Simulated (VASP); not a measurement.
# TePt (P6_3mc) in VASP: further runs, part 2 of 2

VASP 6.6.1. Earlier steps stand in the parts before.

### 3 Single point, r2SCAN (all Pt atoms moved +0.375 Å, as atom 3 along Cartesian [0 0 1])

Input file POSCAR:

```
TePt
1.0
    4.1109998117      0.0000000000      0.0000000000
   -2.0554999058      3.5602302719      0.0000000000
    0.0000000000      0.0000000000      5.4460000000
Te Pt
2 2
Direct
    0.3333333333      0.6666666667      0.2500000000
    0.6666666667      0.3333333333      0.7500000000
    0.0000000000      0.0000000000      0.0688578773
    0.0000000000      0.0000000000      0.5688578773
```

Input file INCAR.step1:

```
SYSTEM = TePt
ALGO = Normal
EDIFF = 1E-4
ENCUT = 520
GGA = PE
ISMEAR = 0
LASPH = .True.
LCHARG = .False.
LREAL = .False.
LWAVE = .True.
NBANDS = 24
NELM = 80
PREC = Accurate
SIGMA = 0.15
```

Input file INCAR.step2:

```
SYSTEM = TePt
ALGO = Normal
EDIFF = 1E-7
ENCUT = 520
ISIF = 2
ISMEAR = 0
ISTART = 1
LASPH = .True.
LCHARG = .False.
LMIXTAU = .True.
LREAL = .False.
LWAVE = .False.
METAGGA = R2SCAN
NBANDS = 24
NELM = 80
PREC = Accurate
SIGMA = 0.15
```

Input file KPOINTS:

```
k-points
0
Gamma
  12 12 10
  0 0 0
```

Potentials or basis: VASP PAW PBE potentials, release 64 (Te, Pt).

Launch:

```
> cat potpaw_PBE.64/Te/POTCAR potpaw_PBE.64/Pt/POTCAR > POTCAR
> cp INCAR.step1 INCAR
> mpirun -np 1 vasp_std > vasp.out
> cp INCAR.step2 INCAR
> mpirun -np 1 vasp_std > vasp.out
```

OUTCAR:

```text
SYSTEM = TePt
   EDIFF = 1E-7
   ENCUT = 520
   ISIF = 2
   ISMEAR = 0
   ISTART = 1
   LASPH = .True.
   LREAL = .False.
   METAGGA = R2SCAN
   NELM = 80
   PREC = Accurate

 ion  position               nearest neighbor table
   1  0.333  0.667  0.250-   3 2.57   3 2.57   3 2.57   4 2.94   4 2.94   4 2.94   2 3.61   2 3.61
                             2 3.61   2 3.61   2 3.61   2 3.61
   2  0.667  0.333  0.750-   4 2.57   4 2.57   4 2.57   3 2.94   3 2.94   3 2.94   1 3.61   1 3.61
                             1 3.61   1 3.61   1 3.61   1 3.61
   3  0.000  0.000  0.069-   1 2.57   1 2.57   1 2.57   4 2.72   4 2.72   2 2.94   2 2.94   2 2.94

   4  0.000  0.000  0.569-   2 2.57   2 2.57   2 2.57   3 2.72   3 2.72   1 2.94   1 2.94   1 2.94

  LATTYP: Found a hexagonal cell.
 ALAT       =     4.1109998117
 C/A-ratio  =     1.3247385671

  Lattice vectors:

 A1 = (   4.1109998117,   0.0000000000,   0.0000000000)
 A2 = (  -2.0554999058,   3.5602302719,   0.0000000000)
 A3 = (   0.0000000000,   0.0000000000,   5.4460000000)

Analysis of symmetry for initial positions (statically):
=====================================================================
[... 180 lines left out ...]

 val. band max:       10.8039010620   @ k =   0.2500  -0.0000   0.0000
 cond. band min:      10.8141377082   @ k =   0.4167   0.0000   0.4000
 fundamental gap:      0.0102366462
 Fermi energy:        10.8088888937

 k-point     1 :       0.0000    0.0000    0.0000
  band No.  band energies     occupation
      1      -4.6013      2.00000
      2      -1.4964      2.00000
      3       2.7762      2.00000
      4       3.5913      2.00000
      5       3.5913      2.00000
      6       4.2886      2.00000
[... 637 lines left out ...]
     23      17.7824      0.00000
     24      19.3728      0.00000

 [... further k-points ...]

------------------------ aborting loop because EDIFF is reached ----------------------------------------

  FORCE on cell =-STRESS in cart. coord.  units (eV):
  Direction    XX          YY          ZZ          XY          YZ          ZX
  --------------------------------------------------------------------------------------
  -------------------------------------------------------------------------------------
  Total       10.6418878     10.6418878      8.0824119      0.0000000      0.0000000      0.0000000
  in kB      213.9075316    213.9075316    162.4607213      0.0000000      0.0000000      0.0000000
  external PRESSURE =     196.7585948 kB  Pullay stress =       0.0000000 kB

 VOLUME and BASIS-vectors are now :
 -----------------------------------------------------------------------------
  energy-cutoff  :      520.00
  volume of cell :       79.71
      direct lattice vectors                 reciprocal lattice vectors
     4.110999812  0.000000000  0.000000000     0.243249829  0.140440354  0.000000000
    -2.055499906  3.560230272  0.000000000     0.000000000  0.280880708  0.000000000
     0.000000000  0.000000000  5.446000000     0.000000000  0.000000000  0.183621006

 POSITION                                       TOTAL-FORCE (eV/Angst)
 -----------------------------------------------------------------------------------
     -0.00000      2.37349      1.36150         0.000000     -0.000000      1.243687
      2.05550      1.18674      4.08450        -0.000000      0.000000      1.243687
      0.00000      0.00000      0.37500        -0.000000      0.000000     -1.243687
      0.00000      0.00000      3.09800        -0.000000     -0.000000     -1.243687
 -----------------------------------------------------------------------------------
    total drift:                               -0.000000      0.000000      0.000854

  FREE ENERGIE OF THE ION-ELECTRON SYSTEM (eV)
  ---------------------------------------------------
  free  energy   TOTEN  =      -153.7900226977 eV

  energy  without entropy=     -153.7635061595  energy(sigma->0) =     -153.77676443
```

It took 7 min on 1 thread of Intel Xeon Platinum 8488C (Sapphire Rapids), shared host; peak memory 0.35 GiB.

What came out:

```yaml
Free_energy: -153.7900 eV
Pressure: 19.7 GPa
Largest_force: 1.244 eV/Å
Band_gap_on_the_k_mesh: zero (bands 16 and 17 overlap by 1.85 eV)
```

Forces on the atoms (eV/Å):
```
Te   0.000  0.000  1.244
Te   0.000  0.000  1.244
Pt   0.000  0.000 -1.244
Pt   0.000  0.000 -1.244
```

Levels at points of the mesh, in eV from the Fermi level:
```tsv
k point	band 12	band 13	band 14	band 15	band 16	band 17	band 18	band 19	band 20	band 21
(0.00, 0.00, 0.00)	-2.50	-0.98	-0.98	0.39	0.39	2.01	2.61	2.61	2.74	4.90
(0.50, 0.00, 0.00)	-3.26	-2.98	-2.58	-2.35	-1.59	1.24	1.91	3.42	3.90	5.15
(0.00, 0.00, 0.50)	-4.13	-2.37	-2.37	1.37	1.37	1.37	1.37	4.18	4.18	5.88
(0.50, 0.00, 0.50)	-3.76	-3.56	-3.56	-0.71	-0.71	0.18	0.18	3.37	3.37	7.08
```

Caveat: the cell differs from its parent crystal (all Pt atoms moved +0.375 Å, as atom 3 along Cartesian [0 0 1]); the cell stands under pressure; the PAW data sets were made with another functional, which shifts forces and pressure a little; spin-orbit coupling is left out, which moves the levels of the heavy elements.

### 4 Single point, r2SCAN (all Pt atoms moved -0.250 Å, as atom 3 along Cartesian [0 0 1])

POSCAR, as its differences from that of step 3:

```diff
@@ -10,3 +10,3 @@
     0.6666666667      0.3333333333      0.7500000000
-    0.0000000000      0.0000000000      0.0688578773
-    0.0000000000      0.0000000000      0.5688578773
+    0.0000000000      0.0000000000     -0.0459052516
+    0.0000000000      0.0000000000      0.4540947484
```

Input file INCAR.step1:

```
SYSTEM = TePt
PREC = Accurate
ENCUT = 520
ISMEAR = 0
SIGMA = 0.15
LREAL = .False.
LASPH = .True.
NELM = 100
NBANDS = 24
GGA = PE
ALGO = Normal
EDIFF = 1E-4
LWAVE = .True.
LCHARG = .False.
```

Input file INCAR.step2:

```
SYSTEM = TePt
PREC = Accurate
ENCUT = 520
EDIFF = 1E-6
ISMEAR = 0
SIGMA = 0.15
LREAL = .False.
LASPH = .True.
NELM = 100
ALGO = Normal
ISIF = 2
LWAVE = .False.
LCHARG = .False.
METAGGA = R2SCAN
LMIXTAU = .True.
NBANDS = 24
ISTART = 1
```

Input file KPOINTS:

```
Automatic mesh
0
Gamma
  12 12 10
  0 0 0
```

Launch:

```
> cat potpaw_PBE.64/Te/POTCAR potpaw_PBE.64/Pt/POTCAR > POTCAR
> cp INCAR.step1 INCAR
> mpirun -np 1 vasp_std > vasp.out
> cp INCAR.step2 INCAR
> mpirun -np 1 vasp_std > vasp.out
```

Wall time 6 min (1 thread of Intel Xeon Platinum 8488C (Sapphire Rapids), shared host); peak memory 0.35 GiB.

The run converged. Its results:

```
Free energy            : -154.0591 eV
Pressure               : 17.4 GPa
Largest force          : 0.894 eV/Å
Band gap on the k mesh : zero (bands 16 and 17 overlap by 1.70 eV)
```

Forces on the atoms (eV/Å):
```
Te   0.000  0.000 -0.894
Te   0.000  0.000 -0.894
Pt   0.000  0.000  0.894
Pt   0.000  0.000  0.894
```

Stress tensor (GPa, compression positive):
```
18.04  0.00  0.00
 0.00 18.04  0.00
 0.00  0.00 16.23
```

Levels at points of the mesh, in eV from the Fermi level:
```
           k point  band 13  band 14  band 15  band 16  band 17  band 18  band 19  band 20
(0.00, 0.00, 0.00)    -1.43    -1.43     0.26     0.49     1.88     2.56     2.56     2.63
(0.50, 0.00, 0.00)    -3.02    -2.59    -2.37    -1.59     1.36     2.34     3.55     3.93
(0.00, 0.00, 0.50)    -2.56    -2.56     1.20     1.20     1.20     1.20     4.40     4.40
(0.50, 0.00, 0.50)    -3.56    -3.56    -0.67    -0.67     0.40     0.40     3.08     3.08
```

Caveat: the cell differs from its parent crystal (all Pt atoms moved -0.250 Å, as atom 3 along Cartesian [0 0 1]); the cell stands under pressure; the PAW data sets were made with another functional, which shifts forces and pressure a little; spin-orbit coupling is left out, which moves the levels of the heavy elements.

### 5 Summary

| cell | gap on the mesh (eV) | pressure (GPa) | largest force (eV/Å) |
| --- | --- | --- | --- |
| as given, atomic positions A | none | 22.6 | 1.50 |
| as given, atomic positions B | none | 19.7 | 1.24 |
| as given, atomic positions C | none | 17.4 | 0.89 |

Alike in all rows: task single point; level r2SCAN; potentials or basis VASP PAW PBE potentials, release 64 (Te, Pt); no spin polarisation; k mesh 12 × 12 × 10; cutoff (eV) 520; smearing gaussian 0.15 eV.

Caveats: the cell stands under pressure; the PAW data sets were made with another functional, which shifts forces and pressure a little; spin-orbit coupling is left out, which moves the levels of the heavy elements.

Total energies depend on the potentials used, so only differences within one code and one set of settings carry meaning.
